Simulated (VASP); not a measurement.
A run of VASP 6.6.1 is set up as follows.

The input INCAR:

```
PREC = Accurate ; ENCUT = 520
EDIFF = 1E-7 ; ISMEAR = 0
SIGMA = 0.1 ; LREAL = F
LASPH = T ; NELM = 150
ALGO = Normal ; ISIF = 2
LWAVE = F ; LCHARG = F
ISPIN = 2 ; MAGMOM = 1.48 0 0
LORBIT = 11 ; LMAXMIX = 4
GGA = PE ; NBANDS = 24
```

Contents of KPOINTS:

```
regular mesh
0
Gamma
  12 12 14
```

File POSCAR:

```
TiClF
1.0
    4.1444508219      0.0000000000      0.0000000000
   -2.0722254109      3.5891996965      0.0000000000
    0.0000000000      0.0000000000      3.2340015241
Ti Cl F
1 1 1
Direct
    0.3333333333      0.6666666667      0.5000000000
    0.0000000000      0.0000000000      0.5000000000
    0.6666666667      0.3333333333      0.0000000000
```

Potentials or basis: VASP PAW PBE potentials, release 64 (Ti_sv, Cl, F).

Launch:

```console
$ cat potpaw_PBE.64/Ti_sv/POTCAR potpaw_PBE.64/Cl/POTCAR potpaw_PBE.64/F/POTCAR > POTCAR
$ mpirun -np 1 vasp_std > vasp.out
```

(1) Estimate the site moments.

(2) Estimate the pressure.

(3) What does it give for the net moment?

Answers

(1) Ti +1.14; Cl -0.04; F +0.04 μB.

(2) -1.5 GPa.

(3) 1.43 μB per cell.
